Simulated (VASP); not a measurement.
# Te2Mo (P6_3/mmc) in VASP: relaxation of cell and atoms with LDA

Aim: the relaxation of cell and atoms of Te2Mo with LDA.

Program: VASP 6.6.1. These are calculated values, not measurements. Logs are shortened: lines on timing, memory, paths and dates and some standing lists are left out, and cuts for length are marked.

## (1) The cell of the first run

Symmetry: P6_3/mmc, No. 194, hexagonal system. The conventional cell has a = 3.330 Å, b = 3.330 Å, c = 12.793 Å, α = 90.00°, β = 90.00°, γ = 120.00°. Te (site symmetry 3m) has 3 Mo at 2.64 Å and 10 Te at 3.33 to 3.63 Å within 3.7 Å. Mo (site symmetry -6m2) has 6 Te at 2.64 Å and 6 Mo at 3.33 Å within 3.5 Å.

## (2) Relaxation of cell and atoms, LDA, target pressure 12.5 GPa, at which the enthalpy is minimised

INCAR reads:

```
ALGO = Normal ; EDIFF = 1E-7
EDIFFG = -0.002 ; ENCUT = 500
GGA = CA ; GGA_COMPAT = False
IBRION = 2 ; ISIF = 3
ISMEAR = 0 ; LASPH = True
LCHARG = False ; LREAL = False
LWAVE = False ; NELM = 120
NELMIN = 4 ; NSW = 100
PREC = Accurate ; PSTRESS = 125.0
SIGMA = 0.1
```

KPOINTS reads:

```
k-points
0
Gamma
  12 12 4
```

POSCAR reads:

```
Te2Mo
1.0
    3.3304940226      0.0000000000      0.0000000000
   -1.6652470113      2.8842924307      0.0000000000
    0.0000000000      0.0000000000     12.7926953735
Te Mo
4 2
Direct
    0.3333333333      0.6666666667      0.6081830816
    0.6666666667      0.3333333333      0.1081830816
    0.3333333333      0.6666666667      0.8918169184
    0.6666666667      0.3333333333      0.3918169184
    0.3333333333      0.6666666667      0.2500000000
    0.6666666667      0.3333333333      0.7500000000
```

Potentials or basis: VASP PAW LDA potentials, release 64 (Te, Mo_sv).

The run is started by

```sh
> cat potpaw_LDA.64/Te/POTCAR potpaw_LDA.64/Mo_sv/POTCAR > POTCAR
> mpirun -np 1 vasp_std > vasp.out
```

OUTCAR:

```text
EDIFF = 1E-7
   EDIFFG = -0.002
   ENCUT = 500
   GGA = CA
   IBRION = 2
   ISIF = 3
   ISMEAR = 0
   LASPH = True
   LREAL = False
   NELM = 120
   NELMIN = 4
   NSW = 100
   PREC = Accurate
   PSTRESS = 125.0

 ion  position               nearest neighbor table
   1  0.333  0.667  0.608-   6 2.64   6 2.64   6 2.64   4 3.37   4 3.37   4 3.37   3 3.63
   2  0.667  0.333  0.108-   5 2.64   5 2.64   5 2.64   3 3.37   3 3.37   3 3.37   4 3.63
   3  0.333  0.667  0.892-   6 2.64   6 2.64   6 2.64   2 3.37   2 3.37   2 3.37   1 3.63
   4  0.667  0.333  0.392-   5 2.64   5 2.64   5 2.64   1 3.37   1 3.37   1 3.37   2 3.63
   5  0.333  0.667  0.250-   4 2.64   2 2.64   4 2.64   2 2.64   4 2.64   2 2.64
   6  0.667  0.333  0.750-   1 2.64   3 2.64   1 2.64   3 2.64   1 2.64   3 2.64

  LATTYP: Found a hexagonal cell.
 ALAT       =     3.3304940226
 C/A-ratio  =     3.8410804183

  Lattice vectors:

 A1 = (   3.3304940226,   0.0000000000,   0.0000000000)
 A2 = (  -1.6652470113,   2.8842924307,   0.0000000000)
 A3 = (   0.0000000000,   0.0000000000,  12.7926953735)

Analysis of symmetry for initial positions (statically):
=====================================================================
 Subroutine PRICEL returns:
 Original cell was already a primitive cell.

 Routine SETGRP: Setting up the symmetry group for a
 hexagonal supercell.

 Subroutine GETGRP returns: Found 24 space group operations
 (whereof 12 operations were pure point group operations)
 out of a pool of 24 trial point group operations.

The static configuration has the point symmetry D_3d.
 The point group associated with its full space group is D_6h.

Analysis of symmetry for dynamics (positions and initial velocities):
=====================================================================
 Subroutine PRICEL returns:
 Original cell was already a primitive cell.

 Routine SETGRP: Setting up the symmetry group for a
 hexagonal supercell.

 Subroutine GETGRP returns: Found 24 space group operations
 (whereof 12 operations were pure point group operations)
 out of a pool of 24 trial point group operations.

The dynamic configuration has the point symmetry D_3d.
 The point group associated with its full space group is D_6h.

 Subroutine INISYM returns: Found 24 space group operations
 (whereof 12 operations are pure point group operations),
 and found     1 'primitive' translations

----------------------------------------------------------------------------------------

                                     Primitive cell

  volume of cell :     122.8882

  direct lattice vectors                    reciprocal lattice vectors
     3.330494023  0.000000000  0.000000000     0.300255756  0.173352741  0.000000000
    -1.665247011  2.884292431  0.000000000     0.000000000  0.346705483  0.000000000
     0.000000000  0.000000000 12.792695374     0.000000000  0.000000000  0.078169609

  length of vectors
     3.330494023  3.330494023 12.792695374     0.346705483  0.346705483  0.078169609

  position of ions in fractional coordinates (direct lattice)
     0.333333333  0.666666667  0.608183082
     0.666666667  0.333333333  0.108183082
     0.333333333  0.666666667  0.891816918
     0.666666667  0.333333333  0.391816918
     0.333333333  0.666666667  0.250000000
     0.666666667  0.333333333  0.750000000

  ion indices of the primitive-cell ions
   primitive index   ion index
                 1           1
                 2           2
                 3           3
                 4           4
                 5           5
                 6           6

----------------------------------------------------------------------------------------

 KPOINTS: k-points

Automatic generation of k-mesh.
 Grid dimensions read from file:
 generate k-points for:   12   12    4

 Generating k-lattice:

  Cartesian coordinates                     Fractional coordinates (reciprocal lattice)
     0.025021313  0.014446062  0.000000000     0.083333333  0.000000000  0.000000000
     0.000000000  0.028892124  0.000000000     0.000000000  0.083333333  0.000000000
     0.000000000  0.000000000  0.019542402     0.000000000  0.000000000  0.250000000

  Length of vectors
     0.028892124  0.028892124  0.019542402

  Shift w.r.t. Gamma in fractional coordinates (k-lattice)
     0.000000000  0.000000000  0.000000000

 Subroutine IBZKPT returns following result:
 ===========================================

 Found     57 irreducible k-points:

 Following reciprocal coordinates:
            Coordinates               Weight
  0.000000  0.000000  0.000000      1.000000
  0.083333 -0.000000  0.000000      6.000000
  0.166667  0.000000  0.000000      6.000000
  0.250000 -0.000000  0.000000      6.000000
  0.333333  0.000000  0.000000      6.000000
  0.416667  0.000000  0.000000      6.000000
[... 16 lines left out ...]
  0.250000 -0.000000  0.250000     12.000000
  0.333333  0.000000  0.250000     12.000000
 [... further k-points ...]
   k-points           NKPTS =     57   k-points in BZ     NKDIM =     57   number of bands    NBANDS=     31
   number of dos      NEDOS =    301   number of ions     NIONS =      6
   total plane-waves  NPLWV =  55296
   dimension x,y,z NGX =    24 NGY =   24 NGZ =   96
   dimension x,y,z NGXF=    48 NGYF=   48 NGZF=  192
   ions per type =               4   2
   NGX,Y,Z   is equivalent  to a cutoff of  11.98, 11.98, 12.48 a.u.
   NGXF,Y,Z  is equivalent  to a cutoff of  23.96, 23.96, 24.95 a.u.
 SYSTEM =  unknown system
   PREC   = accura    normal or accurate (medium, high low for compatibility)
   ISTART =      0    job   : 0-new  1-cont  2-samecut
   ICHARG =      2    charge: 1-file 2-atom 10-const
   ISPIN  =      1    spin polarized calculation?
   LNONCOLLINEAR =      F non collinear calculations
   LSORBIT =      F    spin-orbit coupling
   LASPH  =      T    aspherical Exc in radial PAW
   ENCUT  =  500.0 eV  36.75 Ry    6.06 a.u.   6.07  6.07 23.32*2*pi/ulx,y,z
   NELM   =    120;   NELMIN=  4; NELMDL= -5     # of ELM steps
   EDIFF  = 0.1E-06   stopping-criterion for ELM
   LREAL  =      F    real-space projection
   EDIFFG = -.2E-02   stopping-criterion for IOM
   NSW    =    100    number of steps for IOM
   IBRION =      2    ionic relax: 0-MD 1-quasi-New 2-CG
   NFREE  =      1    steps in history (QN), initial steepest desc. (CG)
   ISIF   =      3    stress and relaxation
   ISYM   =      2    0-nonsym 1-usesym 2-fastsym
   POTIM  = 0.5000    time-step for ionic-motion
   TEBEG  =    0.0;   TEEND  =   0.0 temperature during run
   PSTRESS=  125.0 pullay stress
   NELECT =      52.0000    total number of electrons
   NUPDOWN=      -1.0000    fix difference up-down
   EMIN   =  10.00;   EMAX   =-10.00  energy-range for DOS
   EFERMI =   0.00;   METHOD = LEGACY
   ISMEAR =     0;   SIGMA  =   0.10  broadening in eV -4-tet -1-fermi 0-gaus
   EFERMI_NEDOS =   21; number of points for ismear=-14 and -15
   IALGO  =     38    algorithm
   IMIX   =      4    mixing-type and parameters
     AMIX     =   0.40;   BMIX     =  1.00
     AMIX_MAG =   1.60;   BMIX_MAG =  1.00
  volume/ion in A,a.u.               =      20.48       138.22
  Fermi-wavevector in a.u.,A,eV,Ry     =   1.229059  2.322584 20.552759  1.510585
  Thomas-Fermi vector in A             =   2.363960
   LORBIT       =      0    0 simple, 1 ext, 2 COOP (PROOUT), +10 PAW based schemes
   GGA     = CA    functional components
   LHFCALC =     F    Hartree Fock is set to
   AEXX    =    0.0000 exact exchange contribution
   IVDW    =     0    specifies the selected vdW correction
   LEPSILON=     F    determine dielectric tensor
   LRPA    =     F    only Hartree local field effects (RPA)
 conjugate gradient relaxation of ions
 non-spin polarized calculation
 Gauss-broadening in eV      SIGMA  =   0.10
  energy-cutoff  :      500.00
  volume of cell :      122.89
 maximum number of plane-waves:      3168
   NGX = 13   NGY = 13   NGZ = 47

--------------------------------------- Ionic step        1  -------------------------------------------

 number of electron      52.0000011 magnetization

 Free energy of the ion-electron system (eV)
  ---------------------------------------------------
  ext. energy  EPLUGINS =         0.00000000
  ---------------------------------------------------
  free energy    TOTEN  =       -40.59308641 eV

  energy without entropy =      -40.58894845  energy(sigma->0) =      -40.59101743

------------------------ aborting loop because EDIFF is reached ----------------------------------------

  FORCE on cell =-STRESS in cart. coord.  units (eV):
  Direction    XX          YY          ZZ          XY          YZ          ZX
  --------------------------------------------------------------------------------------
  -------------------------------------------------------------------------------------
  Total        9.8534845      9.8534845      9.8485325     -0.0000000     -0.0000000      0.0000000
  in kB      128.4666543    128.4666543    128.4020910     -0.0000000     -0.0000000      0.0000000
  external PRESSURE =       3.4451332 kB  Pullay stress =     125.0000000 kB
[... 279 lines left out ...]
  enthalpy is  TOTEN    =       -31.0063224974 eV   P V=        9.5882919673

--------------------------------------- Ionic step        8  -------------------------------------------

 number of electron      52.0000009 magnetization

 Free energy of the ion-electron system (eV)
  ---------------------------------------------------
  ext. energy  EPLUGINS =         0.00000000
  ---------------------------------------------------
  free energy    TOTEN  =       -40.59634782 eV

  energy without entropy =      -40.59197406  energy(sigma->0) =      -40.59416094

 E-fermi :  11.4529     XC(G=0): -11.7056

 val. band max:       11.4518497881   @ k =   0.0833  -0.0000   0.2500
 cond. band min:      11.4532080546   @ k =   0.0000   0.0000   0.2500
 fundamental gap:      0.0013582664
 Fermi energy:        11.4529327937

 k-point     1 :       0.0000    0.0000    0.0000
  band No.  band energies     occupation
      1     -49.4075      2.00000
      2     -49.4075      2.00000
      3     -23.8867      2.00000
      4     -23.8865      2.00000
      5     -23.6024      2.00000
      6     -23.6024      2.00000
[... 805 lines left out ...]
     30      12.9440      0.00000
     31      13.6376      0.00000

 [... further k-points ...]

------------------------ aborting loop because EDIFF is reached ----------------------------------------

  FORCE on cell =-STRESS in cart. coord.  units (eV):
  Direction    XX          YY          ZZ          XY          YZ          ZX
  --------------------------------------------------------------------------------------
  -------------------------------------------------------------------------------------
  Total        9.5836569      9.5836569      9.5835292      0.0000000      0.0000000      0.0000000
  in kB      124.9170082    124.9170082    124.9153448      0.0000000      0.0000000      0.0000000
  external PRESSURE =      -0.0835463 kB  Pullay stress =     125.0000000 kB
[... 21 lines left out ...]
  FREE ENERGIE OF THE ION-ELECTRON SYSTEM (eV)
  ---------------------------------------------------
  free  energy   TOTEN  =       -40.5963478199 eV

  energy  without entropy=      -40.5919740637  energy(sigma->0) =      -40.59416094

  enthalpy is  TOTEN    =       -31.0063238092 eV   P V=        9.5900240107

 reached required accuracy - stopping structural energy minimisation
```

It took 24 min on 1 thread of Oxide Virtual Turin-like, shared host; peak memory 0.28 GiB.

Results:

| Property | Result |
| --- | --- |
| Free energy | -40.5963 eV |
| Relaxed volume | 20.49 Å³/atom |
| Relaxed cell | a = 3.333 Å, b = 3.333 Å, c = 12.773 Å, α = 90.00°, β = 90.00°, γ = 120.00° |
| Space group after relaxing (to 0.1 Å) | P6_3/mmc (No. 194) |
| Energy change on relaxing (the run minimises the enthalpy) | -0.5 meV/atom |
| Ionic steps | 8 |
| Pressure after relaxing | 12.5 GPa |
| Band gap on the k mesh | zero (bands 26 and 27 overlap by 0.26 eV) |

The path:
```csv
step,energy change (eV),largest force (eV/Å),pressure (GPa),volume (Å³)
1,0.0000,0.0787,12.84,122.89
2,-0.0595,0.0835,11.47,123.67
3,-0.0197,0.0272,12.40,123.13
4,-0.0190,0.0287,12.41,123.13
5,-0.0121,0.0168,12.46,123.03
6,-0.0023,0.0004,12.51,122.91
7,-0.0015,0.0011,12.51,122.90
8,-0.0033,0.0016,12.49,122.92
```

Final structure:
```cif
data_structure
_symmetry_space_group_name_H-M 'P 1'
_symmetry_Int_Tables_number 1
_cell_length_a 3.3335
_cell_length_b 3.3335
_cell_length_c 12.7732
_cell_angle_alpha 90.000
_cell_angle_beta 90.000
_cell_angle_gamma 120.000
_cell_volume 122.92
loop_
_atom_site_label
_atom_site_type_symbol
_atom_site_fract_x
_atom_site_fract_y
_atom_site_fract_z
_atom_site_occupancy
Te1 Te 0.33333 0.66667 0.60778 1
Te2 Te 0.66667 0.33333 0.10778 1
Te3 Te 0.33333 0.66667 0.89222 1
Te4 Te 0.66667 0.33333 0.39222 1
Mo1 Mo 0.33333 0.66667 0.25000 1
Mo2 Mo 0.66667 0.33333 0.75000 1
```

Levels at points of the mesh, in eV from the Fermi level:
```csv
k point,band 24,band 25,band 26,band 27,band 28,band 29
"(0.00, 0.00, 0.00)",-1.39,-0.23,0.07,2.71,2.71,2.84
"(0.50, 0.00, 0.00)",-1.79,-1.26,-0.29,1.01,1.10,1.21
"(0.00, 0.00, 0.50)",-1.44,-0.12,-0.12,2.74,2.74,2.74
"(0.50, 0.00, 0.50)",-1.75,-0.80,-0.80,1.13,1.13,1.41
```

Caveat: the cell is relaxed towards a set pressure, so the run minimises the enthalpy, not the energy; spin-orbit coupling is left out, which moves the levels of the heavy elements.
